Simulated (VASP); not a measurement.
# SrTiO3 (Pm-3m) in VASP: a series of runs, part 2 of 2

VASP 6.6.1. The steps go on from the part before.

## 4. Single point, PBE (volume scaled by 0.94)

INCAR reads:

```
ALGO = Normal ; EDIFF = 1E-6
ENCUT = 520 ; GGA = PE
ISIF = 2 ; ISMEAR = 0
LASPH = True ; LCHARG = False
LREAL = False ; LWAVE = False
NBANDS = 28 ; NELM = 60
PREC = Accurate ; SIGMA = 0.02
```

KPOINTS reads:

```
k-points
0
Gamma
  8 8 8
```

POSCAR reads:

```
SrTiO3
1.0
    3.8560467923      0.0000000000      0.0000000000
    0.0000000000      3.8560467923      0.0000000000
    0.0000000000      0.0000000000      3.8560467923
Sr Ti O
1 1 3
Direct
    0.5000000000      0.5000000000      0.5000000000
    0.0000000000      0.0000000000      0.0000000000
    0.5000000000      0.0000000000      0.0000000000
    0.0000000000      0.5000000000      0.0000000000
    0.0000000000      0.0000000000      0.5000000000
```

Potentials or basis: VASP PAW PBE potentials, release 64 (Sr_sv, Ti_sv, O).

On the command line:

```console
$ cat potpaw_PBE.64/Sr_sv/POTCAR potpaw_PBE.64/Ti_sv/POTCAR potpaw_PBE.64/O/POTCAR > POTCAR
$ mpirun -np 1 vasp_std > vasp.out
```

OUTCAR:

```text
EDIFF = 1E-6
   ENCUT = 520
   GGA = PE
   ISIF = 2
   ISMEAR = 0
   LASPH = True
   LREAL = False
   NELM = 60
   PREC = Accurate

 ion  position               nearest neighbor table
   1  0.500  0.500  0.500-   3 2.73   4 2.73   5 2.73   3 2.73   4 2.73   3 2.73   5 2.73   3 2.73
                             4 2.73   5 2.73   4 2.73   5 2.73   2 3.34   2 3.34   2 3.34   2 3.34
   2  0.000  0.000  0.000-   3 1.93   4 1.93   5 1.93   5 1.93   4 1.93   3 1.93   1 3.34   1 3.34
                             1 3.34   1 3.34   1 3.34   1 3.34   1 3.34   1 3.34
   3  0.500  0.000  0.000-   2 1.93   2 1.93   1 2.73   1 2.73   1 2.73   1 2.73
   4  0.000  0.500  0.000-   2 1.93   2 1.93   1 2.73   1 2.73   1 2.73   1 2.73
   5  0.000  0.000  0.500-   2 1.93   2 1.93   1 2.73   1 2.73   1 2.73   1 2.73

  LATTYP: Found a simple cubic cell.
 ALAT       =     3.8560467923

  Lattice vectors:

 A1 = (   3.8560467923,   0.0000000000,   0.0000000000)
 A2 = (   0.0000000000,   3.8560467923,   0.0000000000)
 A3 = (   0.0000000000,   0.0000000000,   3.8560467923)

Analysis of symmetry for initial positions (statically):
[... 175 lines left out ...]
  ---------------------------------------------------
  free energy    TOTEN  =       -39.95280763 eV

  energy without entropy =      -39.95280763  energy(sigma->0) =      -39.95280763

 E-fermi :   4.7675     XC(G=0): -11.4723

 val. band max:        4.4811331936   @ k =   0.5000   0.5000   0.5000
 cond. band min:       6.4061682773   @ k =   0.0000   0.0000   0.0000
 fundamental gap:      1.9250350837
 Fermi energy:         4.7675148752

 k-point     1 :       0.0000    0.0000    0.0000
  band No.  band energies     occupation
      1     -51.8254      2.00000
      2     -28.1955      2.00000
      3     -28.0979      2.00000
      4     -28.0979      2.00000
      5     -28.0979      2.00000
      6     -13.0859      2.00000
[... 733 lines left out ...]
     27      13.0027      0.00000
     28      13.4449      0.00000

 [... further k-points ...]
[... 5 lines left out ...]
  --------------------------------------------------------------------------------------
  -------------------------------------------------------------------------------------
  Total        4.5812656      4.5812656      4.5812656      0.0000000     -0.0000000      0.0000000
  in kB      128.0174476    128.0174476    128.0174476      0.0000000     -0.0000000      0.0000000
  external PRESSURE =     128.0174476 kB  Pullay stress =       0.0000000 kB

 VOLUME and BASIS-vectors are now :
 -----------------------------------------------------------------------------
  energy-cutoff  :      520.00
  volume of cell :       57.34
      direct lattice vectors                 reciprocal lattice vectors
     3.856046792  0.000000000  0.000000000     0.259332953  0.000000000  0.000000000
     0.000000000  3.856046792  0.000000000     0.000000000  0.259332953  0.000000000
     0.000000000  0.000000000  3.856046792     0.000000000  0.000000000  0.259332953

 POSITION                                       TOTAL-FORCE (eV/Angst)
 -----------------------------------------------------------------------------------
      1.92802      1.92802      1.92802         0.000000      0.000000      0.000000
      0.00000      0.00000      0.00000         0.000000      0.000000      0.000000
      1.92802      0.00000      0.00000         0.000000      0.000000      0.000000
      0.00000      1.92802      0.00000         0.000000      0.000000      0.000000
      0.00000      0.00000      1.92802         0.000000      0.000000      0.000000
 -----------------------------------------------------------------------------------
    total drift:                               -0.000000     -0.000000      0.000000

  FREE ENERGIE OF THE ION-ELECTRON SYSTEM (eV)
  ---------------------------------------------------
  free  energy   TOTEN  =       -39.9528076273 eV

  energy  without entropy=      -39.9528076273  energy(sigma->0) =      -39.95280763
```

stdout:

```text
POSCAR found type information on POSCAR SrTiO
 POSCAR found :  3 types and       5 ions
 scaLAPACK will be used
 LDA part: xc-table for (Slater+PW92), standard interpolation
 POSCAR, INCAR and KPOINTS ok, starting setup
 FFT: planning ... GRIDC
 FFT: planning ... GRID_SOFT
 FFT: planning ... GRID
 WAVECAR not read
 entering main loop
```

Run time: 2 min. Hardware: 1 thread of AMD EPYC 7R13, shared host; peak memory 0.18 GiB.

Results:

| Property | Result |
| --- | --- |
| Free energy | -39.9528 eV |
| Pressure | 12.8 GPa |
| Band gap on the k mesh | 1.93 eV, indirect (least direct gap 2.26 eV) |

Levels at points of the mesh, in eV from the valence-band top:
| k point | band 18 | band 19 | band 20 | band 21 | band 22 | band 23 |
| --- | --- | --- | --- | --- | --- | --- |
| (0.00, 0.00, 0.00) | -0.33 | -0.33 | -0.33 | 1.93 | 1.93 | 1.93 |
| (0.50, 0.00, 0.00) | -2.11 | -0.72 | -0.72 | 2.11 | 3.98 | 3.98 |
| (0.50, 0.50, 0.00) | -1.61 | -1.61 | -0.10 | 3.99 | 3.99 | 4.46 |
| (0.50, 0.50, 0.50) | 0.00 | 0.00 | 0.00 | 4.71 | 4.71 | 4.71 |

## 5. The runs side by side

```tsv
task	spin	cell	k mesh	cutoff (eV)	smearing	gap on the mesh (eV)	pressure (GPa)
single point	collinear, ferromagnetic start	a = 3.905 Å, 5 atoms	6 × 6 × 6	520	gaussian 0.1 eV	1.86	4.9
relaxation of cell and atoms	off	relaxed from a = 3.905 Å, 5 atoms	8 × 8 × 8	600	gaussian 0.02 eV	1.81	0.0
single point	off	a = 3.856 Å, 5 atoms	8 × 8 × 8	520	gaussian 0.02 eV	1.93	12.8
```

Alike in all rows: level PBE; potentials or basis VASP PAW PBE potentials, release 64 (Sr_sv, Ti_sv, O).

Total energies depend on the potentials used, so only differences within one code and one set of settings carry meaning.
